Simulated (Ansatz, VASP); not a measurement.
# One calculation of Hg, two programs

File INCAR:

```
ALGO = Normal ; EDIFF = 1E-6
ENCUT = 520 ; GGA = PE
ISIF = 2 ; ISMEAR = 1
LASPH = T ; LCHARG = F
LREAL = F ; LWAVE = F
NBANDS = 12 ; NELM = 60
PREC = Accurate ; SIGMA = 0.1
```

Contents of KPOINTS:

```
k-points
0
Gamma
  8 8 8
```

The input POSCAR:

```
Hg
1.0
    0.0000000000      2.3919113801      2.3919113801
    2.3919113801      0.0000000000      2.3919113801
    2.3919113801      2.3919113801      0.0000000000
Hg
1
Direct
    0.0000000000      0.0000000000      0.0000000000
```

Input for Ansatz:

```yaml
crystal:
  lattice:
    - [0.0, 2.3919113801, 2.3919113801]
    - [2.3919113801, 0.0, 2.3919113801]
    - [2.3919113801, 2.3919113801, 0.0]
  atoms:
    - { symbol: Hg, position: [0.0, 0.0, 0.0] }
basis:
  ecutwfc: 420
kpoints:
  mp_grid: { grid: [8, 8, 8] }
hamiltonian:
  xc: pbe
scf:
  occupations: { method: methfessel_paxton }
output:
  forces: true
  stress: true
  eigenvalues: true
```

Alike in both runs: task single point; functional PBE; k mesh 8 × 8 × 8; no spin polarisation.

```csv
,VASP,Ansatz
version,VASP 6.6.1,Ansatz 0.2.0
potentials or method,"VASP PAW PBE potentials, release 64 (Hg), cutoff 520 eV","scalar-relativistic, plane waves, PAW"
occupations,"methfessel-paxton of order 1, width 0.1 eV",methfessel-paxton of order 1
valence electrons in the cell,12,20
```

```tsv
	VASP	Ansatz	Ansatz less VASP
gap on the k mesh at the Fermi level (eV)	none	none	-
pressure (GPa)	2.0	1.8	-0.12
```

A gap of «none» marks a metal or a gap that the smearing closes. VASP's potentials hold 12 valence electrons a cell and Ansatz's 20, so a difference there can come from the potentials and not from the codes.

Neither program's run includes spin-orbit coupling.
